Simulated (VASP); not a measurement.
# Eu (Im-3m) in VASP: a series of runs

The runs below take Eu through single point, with PBE.

Everything below comes from runs of VASP 6.6.1. Logs are shortened: lines on timing, memory, paths and dates and some standing lists are left out, and cuts for length are marked.

## Step 1: The cell of the first run

The structure is cubic, space group Im-3m (No. 229). Conventional cell: a = 4.606 Å, b = 4.606 Å, c = 4.606 Å, α = 90.00°, β = 90.00°, γ = 90.00°. Within 5.2 Å of Eu (site symmetry m-3m) lie 14 Eu at 3.99 to 4.61 Å.

## Step 2: Single point, PBE

The input, POSCAR:

```
Eu
1.0
   -2.3030000000      2.3030000000      2.3030000000
    2.3030000000     -2.3030000000      2.3030000000
    2.3030000000      2.3030000000     -2.3030000000
Eu
1
Direct
    0.0000000000      0.0000000000      0.0000000000
```

The input, INCAR.step1:

```
SYSTEM = Eu
PREC     = Accurate       ! precision mode
ENCUT    = 520            ! plane-wave cutoff, eV
EDIFF    = 1E-7           ! SCF threshold, eV
ISMEAR   = -1             ! smearing method
SIGMA    = 0.05           ! smearing width, eV
LREAL    = .False.        ! projectors in reciprocal space
LASPH    = .True.         ! aspherical terms in the spheres
NELM     = 100            ! most SCF steps
ALGO     = Normal         ! electronic algorithm
ISIF     = 2              ! what is computed and relaxed
LWAVE    = .False.        ! write WAVECAR
LCHARG   = .True.         ! write CHGCAR
LMAXMIX  = 6              ! l up to which the mixer works
GGA      = PE             ! functional
NBANDS   = 14             ! bands
```

The input, KPOINTS.step1:

```
Automatic mesh
0
Gamma
  10 10 10
  0 0 0
```

The input, INCAR.step2:

```
SYSTEM = Eu
PREC     = Accurate       ! precision mode
ENCUT    = 520            ! plane-wave cutoff, eV
EDIFF    = 1E-7           ! SCF threshold, eV
ISMEAR   = -5             ! smearing method
SIGMA    = 0.05           ! smearing width, eV
LREAL    = .False.        ! projectors in reciprocal space
LASPH    = .True.         ! aspherical terms in the spheres
NELM     = 100            ! most SCF steps
ALGO     = Normal         ! electronic algorithm
ISIF     = 2              ! what is computed and relaxed
LWAVE    = .False.        ! write WAVECAR
LCHARG   = .False.        ! write CHGCAR
LMAXMIX  = 6              ! l up to which the mixer works
GGA      = PE             ! functional
LORBIT   = 11             ! projections on sites
NBANDS   = 14             ! bands
NEDOS    = 1001           ! points of the DOS
ICHARG   = 11             ! starting density
```

The input, KPOINTS.step2:

```
Automatic mesh
0
Gamma
  15 15 15
  0 0 0
```

Potentials or basis: VASP PAW PBE potentials, release 64 (Eu).

Command:

```bash
$ cat potpaw_PBE.64/Eu/POTCAR > POTCAR
$ cp INCAR.step1 INCAR
$ cp KPOINTS.step1 KPOINTS
$ mpirun -np 1 vasp_std > vasp.out
$ cp INCAR.step2 INCAR
$ cp KPOINTS.step2 KPOINTS
$ mpirun -np 1 vasp_std > vasp.out
```

OUTCAR:

```text
SYSTEM = Eu
   PREC = Accurate
   ENCUT = 520
   EDIFF = 1E-7
   ISMEAR = -5
   LREAL = .False.
   LASPH = .True.
   NELM = 100
   ISIF = 2
   GGA = PE
   LORBIT = 11
   ICHARG = 11

 ion  position               nearest neighbor table
   1  0.000  0.000  0.000-

  LATTYP: Found a body centered cubic cell.
 ALAT       =     4.6060000000

  Lattice vectors:

 A1 = (  -2.3030000000,   2.3030000000,   2.3030000000)
 A2 = (   2.3030000000,  -2.3030000000,   2.3030000000)
 A3 = (   2.3030000000,   2.3030000000,  -2.3030000000)

Analysis of symmetry for initial positions (statically):
=====================================================================
 Subroutine PRICEL returns:
 Original cell was already a primitive cell.

 Routine SETGRP: Setting up the symmetry group for a
 body centered cubic supercell.

 Subroutine GETGRP returns: Found 48 space group operations
 (whereof 48 operations were pure point group operations)
 out of a pool of 48 trial point group operations.

The static configuration has the point symmetry O_h .

Analysis of symmetry for dynamics (positions and initial velocities):
=====================================================================
 Subroutine PRICEL returns:
 Original cell was already a primitive cell.

 Routine SETGRP: Setting up the symmetry group for a
 body centered cubic supercell.

 Subroutine GETGRP returns: Found 48 space group operations
 (whereof 48 operations were pure point group operations)
 out of a pool of 48 trial point group operations.

The dynamic configuration has the point symmetry O_h .

 Subroutine INISYM returns: Found 48 space group operations
 (whereof 48 operations are pure point group operations),
 and found     1 'primitive' translations

----------------------------------------------------------------------------------------

                                     Primitive cell

  volume of cell :      48.8587

  direct lattice vectors                    reciprocal lattice vectors
    -2.303000000  2.303000000  2.303000000     0.000000000  0.217108120  0.217108120
     2.303000000 -2.303000000  2.303000000     0.217108120  0.000000000  0.217108120
     2.303000000  2.303000000 -2.303000000     0.217108120  0.217108120  0.000000000

  length of vectors
     3.988913010  3.988913010  3.988913010     0.307037248  0.307037248  0.307037248

  position of ions in fractional coordinates (direct lattice)
     0.000000000  0.000000000  0.000000000

  ion indices of the primitive-cell ions
   primitive index   ion index
                 1           1

----------------------------------------------------------------------------------------

 KPOINTS: Automatic mesh

Automatic generation of k-mesh.
 Grid dimensions read from file:
 generate k-points for:   15   15   15

 Generating k-lattice:

  Cartesian coordinates                     Fractional coordinates (reciprocal lattice)
     0.000000000  0.014473875  0.014473875     0.066666667  0.000000000  0.000000000
     0.014473875  0.000000000  0.014473875     0.000000000  0.066666667  0.000000000
     0.014473875  0.014473875  0.000000000     0.000000000  0.000000000  0.066666667

  Length of vectors
     0.020469150  0.020469150  0.020469150

  Shift w.r.t. Gamma in fractional coordinates (k-lattice)
     0.000000000  0.000000000  0.000000000

 TETIRR: Found   3891 inequivalent tetrahedra from    20250

 Subroutine IBZKPT returns following result:
 ===========================================

 Found    120 irreducible k-points:

 Following reciprocal coordinates:
            Coordinates               Weight
  0.000000  0.000000  0.000000      1.000000
  0.066667  0.000000  0.000000     12.000000
  0.133333  0.000000  0.000000     12.000000
  0.200000  0.000000  0.000000     12.000000
  0.266667  0.000000  0.000000     12.000000
  0.333333  0.000000  0.000000     12.000000
[... 16 lines left out ...]
  0.333333  0.200000  0.000000     48.000000
  0.400000  0.200000  0.000000     24.000000
 [... further k-points ...]
   k-points           NKPTS =    120   k-points in BZ     NKDIM =    120   number of bands    NBANDS=     14
   number of dos      NEDOS =   1001   number of ions     NIONS =      1
   total plane-waves  NPLWV =  27000
   dimension x,y,z NGX =    30 NGY =   30 NGZ =   30
   dimension x,y,z NGXF=    60 NGYF=   60 NGZF=   60
   ions per type =               1
   NGX,Y,Z   is equivalent  to a cutoff of  12.50, 12.50, 12.50 a.u.
   NGXF,Y,Z  is equivalent  to a cutoff of  25.01, 25.01, 25.01 a.u.
 SYSTEM =  Eu
   PREC   = accura    normal or accurate (medium, high low for compatibility)
   ISTART =      0    job   : 0-new  1-cont  2-samecut
   ICHARG =     11    charge: 1-file 2-atom 10-const
   ISPIN  =      1    spin polarized calculation?
   LNONCOLLINEAR =      F non collinear calculations
   LSORBIT =      F    spin-orbit coupling
   LASPH  =      T    aspherical Exc in radial PAW
   ENCUT  =  520.0 eV  38.22 Ry    6.18 a.u.   7.42  7.42  7.42*2*pi/ulx,y,z
   NELM   =    100;   NELMIN=  2; NELMDL=  0     # of ELM steps
   EDIFF  = 0.1E-06   stopping-criterion for ELM
   LREAL  =      F    real-space projection
   EDIFFG = 0.1E-05   stopping-criterion for IOM
   NSW    =      0    number of steps for IOM
   IBRION =     -1    ionic relax: 0-MD 1-quasi-New 2-CG
   NFREE  =      0    steps in history (QN), initial steepest desc. (CG)
   ISIF   =      2    stress and relaxation
   ISYM   =      2    0-nonsym 1-usesym 2-fastsym
   POTIM  = 0.5000    time-step for ionic-motion
   TEBEG  =    0.0;   TEEND  =   0.0 temperature during run
   PSTRESS=    0.0 pullay stress
   NELECT =      17.0000    total number of electrons
   NUPDOWN=      -1.0000    fix difference up-down
   EMIN   =  10.00;   EMAX   =-10.00  energy-range for DOS
   EFERMI =   0.00;   METHOD = LEGACY
   ISMEAR =    -5;   SIGMA  =   0.05  broadening in eV -4-tet -1-fermi 0-gaus
   EFERMI_NEDOS =   21; number of points for ismear=-14 and -15
   IALGO  =     38    algorithm
   IMIX   =      4    mixing-type and parameters
     AMIX     =   0.40;   BMIX     =  1.00
     AMIX_MAG =   1.60;   BMIX_MAG =  1.00
  volume/ion in A,a.u.               =      48.86       329.71
  Fermi-wavevector in a.u.,A,eV,Ry     =   1.151447  2.175919 18.039008  1.325830
  Thomas-Fermi vector in A             =   2.288104
   LORBIT       =     11    0 simple, 1 ext, 2 COOP (PROOUT), +10 PAW based schemes
   GGA     = PE    functional components
   LHFCALC =     F    Hartree Fock is set to
   AEXX    =    0.0000 exact exchange contribution
   IVDW    =     0    specifies the selected vdW correction
   LEPSILON=     F    determine dielectric tensor
   LRPA    =     F    only Hartree local field effects (RPA)
 non-spin polarized calculation
 Fermi weights with tetrahedron method with Bloechl corrections
  energy-cutoff  :      520.00
  volume of cell :       48.86
 maximum number of plane-waves:      1337
 NGX is ok and might be reduce to    30

 number of electron      17.0000005 magnetization

 Free energy of the ion-electron system (eV)
  ---------------------------------------------------
  ext. energy  EPLUGINS =         0.00000000
  ---------------------------------------------------
  free energy    TOTEN  =        -3.72740870 eV

  energy without entropy =       -3.72740870  energy(sigma->0) =       -3.72740870

 E-fermi :   1.4645     XC(G=0):  -8.3572

 val. band max:        1.4655404838   @ k =   0.3333   0.2000   0.1333
 cond. band min:       1.4636185563   @ k =   0.2000   0.0667   0.0667
 fundamental gap:     -0.0019219275
 Fermi energy:         1.4645224136

 k-point     1 :       0.0000    0.0000    0.0000
  band No.  band energies     occupation
      1     -39.7727      2.00000
      2     -18.5579      2.00000
      3     -18.5579      2.00000
      4     -18.5579      2.00000
      5      -2.2774      2.00000
      6       1.4215      2.00000
      7       1.4215      2.00000
      8       1.4215      2.00000
      9       1.5172      0.00000
     10       1.5172      0.00000
     11       1.5172      0.00000
     12       1.5575      0.00000
     13       3.4712      0.00000
     14       3.4712      0.00000

 k-point     2 :       0.0667    0.0000    0.0000
  band No.  band energies     occupation
      1     -39.7719      2.00000
      2     -18.5702      2.00000
      3     -18.5620      2.00000
      4     -18.5579      2.00000
      5      -2.1891      2.00000
      6       1.4209      2.00000
      7       1.4227      2.00000
      8       1.4240      2.00000
      9       1.5128      0.00000
     10       1.5151      0.00000
     11       1.5152      0.00000
     12       1.5501      0.00000
     13       3.4302      0.00000
     14       3.4832      0.00000

 k-point     3 :       0.1333    0.0000    0.0000
  band No.  band energies     occupation
      1     -39.7697      2.00000
      2     -18.6044      2.00000
      3     -18.5733      2.00000
      4     -18.5579      2.00000
      5      -1.9311      2.00000
      6       1.4192      2.00000
      7       1.4254      2.00000
      8       1.4319      2.00000
      9       1.5012      0.00000
     10       1.5048      0.00000
     11       1.5107      0.00000
     12       1.5374      0.00000
     13       3.2416      0.00000
     14       3.3299      0.00000
[... 324 lines left out ...]
 k-point    23 :       0.3333    0.2000    0.0000
  band No.  band energies     occupation
      1     -39.7539      2.00000
      2     -18.7922      2.00000
      3     -18.6776      2.00000
      4     -18.5844      2.00000
      5       0.6668      2.00000
      6       1.4022      2.00000
      7       1.4143      2.00000
      8       1.4381      2.00137
      9       1.4894     -0.00162
     10       1.5002      0.00000
     11       1.5282      0.00000
     12       1.5423      0.00000
     13       2.0403      0.00000
     14       2.3022      0.00000

 k-point    24 :       0.4000    0.2000    0.0000
  band No.  band energies     occupation
      1     -39.7533      2.00000
      2     -18.7965      2.00000
      3     -18.6853      2.00000
      4     -18.5849      2.00000
      5       0.8155      2.00000
      6       1.4053      2.00000
      7       1.4098      2.00000
      8       1.4354      2.00007
      9       1.4948     -0.00079
     10       1.5088      0.00000
     11       1.5410      0.00000
     12       1.5441      0.00000
     13       2.0683      0.00000
     14       2.2018      0.00000

 [... further k-points ...]

------------------------ aborting loop because EDIFF is reached ----------------------------------------

  FORCE on cell =-STRESS in cart. coord.  units (eV):
  Direction    XX          YY          ZZ          XY          YZ          ZX
  --------------------------------------------------------------------------------------
  -------------------------------------------------------------------------------------
  Total       -2.2434879     -2.2434879     -2.2434879     -0.0000000      0.0000000     -0.0000000
  in kB      -73.5686033    -73.5686033    -73.5686033     -0.0000000      0.0000000     -0.0000000
  external PRESSURE =     -73.5686033 kB  Pullay stress =       0.0000000 kB

 VOLUME and BASIS-vectors are now :
 -----------------------------------------------------------------------------
  energy-cutoff  :      520.00
  volume of cell :       48.86
      direct lattice vectors                 reciprocal lattice vectors
    -2.303000000  2.303000000  2.303000000     0.000000000  0.217108120  0.217108120
     2.303000000 -2.303000000  2.303000000     0.217108120  0.000000000  0.217108120
     2.303000000  2.303000000 -2.303000000     0.217108120  0.217108120  0.000000000

 POSITION                                       TOTAL-FORCE (eV/Angst)
 -----------------------------------------------------------------------------------
      0.00000      0.00000      0.00000         0.000000     -0.000000      0.000000
 -----------------------------------------------------------------------------------
    total drift:                               -0.000000      0.000000      0.000000

  FREE ENERGIE OF THE ION-ELECTRON SYSTEM (eV)
  ---------------------------------------------------
  free  energy   TOTEN  =        -3.7274087025 eV

  energy  without entropy=       -3.7274087025  energy(sigma->0) =       -3.72740870

 total charge

# of ion       s       p       d       f       tot
--------------------------------------------------
    1        2.072   5.637   0.281   6.464  14.455
```

Wall time 2.8 min (1 thread of Intel Xeon Platinum 8488C (Sapphire Rapids), shared host); peak memory 0.24 GiB.

Results:

```yaml
Valence_electrons_inside_the_program's_atomic_spheres: Eu 14.46
```

Caveat: spin-orbit coupling is left out, which moves the levels of the heavy elements; semilocal functionals describe open f shells poorly, which spoils levels, moments and volumes. Spin polarisation is off, so any magnetic state and its effect on volume and gap are missing.

## Step 3: Single point, PBE, collinear spin, ferromagnetic start

POSCAR is that of step 2.

The input, INCAR.step1:

```
PREC = Accurate ; ENCUT = 520
EDIFF = 1E-6 ; ISMEAR = -1
SIGMA = 0.05 ; LREAL = False
LASPH = True ; NELM = 150
ALGO = Normal ; ISIF = 2
LWAVE = False ; LCHARG = True
ISPIN = 2 ; MAGMOM = 7
LMAXMIX = 6 ; GGA = PE
NBANDS = 18
```

The input, KPOINTS.step1:

```
Automatic mesh
0
Gamma
  10 10 10
```

The input, INCAR.step2:

```
PREC = Accurate ; ENCUT = 520
EDIFF = 1E-6 ; ISMEAR = -5
SIGMA = 0.05 ; LREAL = False
LASPH = True ; NELM = 150
ALGO = Normal ; ISIF = 2
LWAVE = False ; LCHARG = False
ISPIN = 2 ; MAGMOM = 7
LORBIT = 11 ; LMAXMIX = 6
GGA = PE ; NBANDS = 18
NEDOS = 2001 ; ICHARG = 11
```

The input, KPOINTS.step2:

```
Automatic mesh
0
Gamma
  15 15 15
```

Potentials or basis: VASP PAW PBE potentials, release 64 (Eu).

Command:

```bash
$ cat potpaw_PBE.64/Eu/POTCAR > POTCAR
$ cp INCAR.step1 INCAR
$ cp KPOINTS.step1 KPOINTS
$ mpirun -np 1 vasp_std > vasp.out
$ cp INCAR.step2 INCAR
$ cp KPOINTS.step2 KPOINTS
$ mpirun -np 1 vasp_std > vasp.out
```

Run time: 5.6 min. Hardware: 1 thread of Intel Xeon Platinum 8488C (Sapphire Rapids), shared host; peak memory 0.32 GiB.

The run converged. Its results:

```yaml
Net_moment: 7.40 μB per cell
Site_moments: Eu +6.70 μB
Valence_electrons_inside_the_program's_atomic_spheres: Eu 14.72
```

Levels at points of the mesh, in eV from the Fermi level:
Spin up:
```tsv
k point	band 9	band 10	band 11	band 12	band 13	band 14	band 15	band 16
(0.00, 0.00, 0.00)	-0.42	-0.42	-0.42	-0.39	1.66	1.66	1.66	3.12
```
Spin down:
| k point | band 3 | band 4 | band 5 | band 6 | band 7 | band 8 |
| --- | --- | --- | --- | --- | --- | --- |
| (0.00, 0.00, 0.00) | -18.11 | -18.11 | -3.44 | 2.62 | 2.62 | 2.62 |

Caveat: spin-orbit coupling is left out, which moves the levels of the heavy elements; semilocal functionals describe open f shells poorly, which spoils levels, moments and volumes. The state reached can hang on the start; a lower one may exist.
